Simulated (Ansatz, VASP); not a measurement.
## Ta in VASP and in Ansatz

POSCAR

```
Ta
1.0
   -1.6533592789      1.6533592789      1.6533592789
    1.6533592789     -1.6533592789      1.6533592789
    1.6533592789      1.6533592789     -1.6533592789
Ta
1
Direct
    0.0000000000      0.0000000000      0.0000000000
```

The input INCAR.step1:

```
SYSTEM = Ta
PREC = Accurate
ENCUT = 520
ISMEAR = -1
SIGMA = 0.1
LREAL = .FALSE.
LASPH = .TRUE.
NELM = 100
NBANDS = 12
GGA = PE
ALGO = Normal
EDIFF = 1E-4
LWAVE = .TRUE.
LCHARG = .FALSE.
```

The input INCAR.step2:

```
SYSTEM = Ta
PREC = Accurate
ENCUT = 520
EDIFF = 1E-7
ISMEAR = -1
SIGMA = 0.1
LREAL = .FALSE.
LASPH = .TRUE.
NELM = 100
ALGO = Normal
ISIF = 2
LWAVE = .FALSE.
LCHARG = .FALSE.
METAGGA = R2SCAN
LMIXTAU = .TRUE.
NBANDS = 12
ISTART = 1
```

Contents of KPOINTS:

```
regular mesh
0
G
  11 11 11
  0 0 0
```

Input for Ansatz:

```yaml
crystal:
  lattice:
    - [-1.6533592789, 1.6533592789, 1.6533592789]
    - [1.6533592789, -1.6533592789, 1.6533592789]
    - [1.6533592789, 1.6533592789, -1.6533592789]
  atoms:
    - { symbol: Ta, position: [0.0, 0.0, 0.0] }
hamiltonian:
  xc: r2scan
  pseudopotentials:
    kind: paw
    azcp:
      Ta: "pseudopotentials/Ta.paw.azcp"
basis:
  ecutwfc: 500
  fft_grid_basis: typed
kpoints:
  mp_grid: { grid: [11, 11, 11], shift: [0, 0, 0] }
magnetization:
  spin_polarized: false
scf:
  occupations: { method: fermi_dirac, width: 0.1 }
  lower_state_search: "off"
output:
  stress: true
```

Alike in both runs: task single point; functional r2SCAN; k mesh 11 × 11 × 11; occupations fermi-dirac, width 0.1 eV; no spin polarisation.

```csv
,VASP,Ansatz
version,VASP 6.6.1,Ansatz 0.2.0
potentials or method,"VASP PAW PBE potentials, release 64 (Ta_pv), cutoff 520 eV","plane waves (500 eV) with PAW, scalar-relativistic"
valence electrons in the cell,11,13
```

```tsv
	VASP	Ansatz	Ansatz less VASP
pressure (GPa)	0.2	-0.4	-0.63
```

VASP's potentials were made for PBE, not for r2SCAN. The functional is the same, so the differences come from potentials, cutoffs and numerics. VASP's potentials hold 11 valence electrons a cell and Ansatz's 13, so a difference there can come from the potentials and not from the codes.

Neither program's run includes spin-orbit coupling.
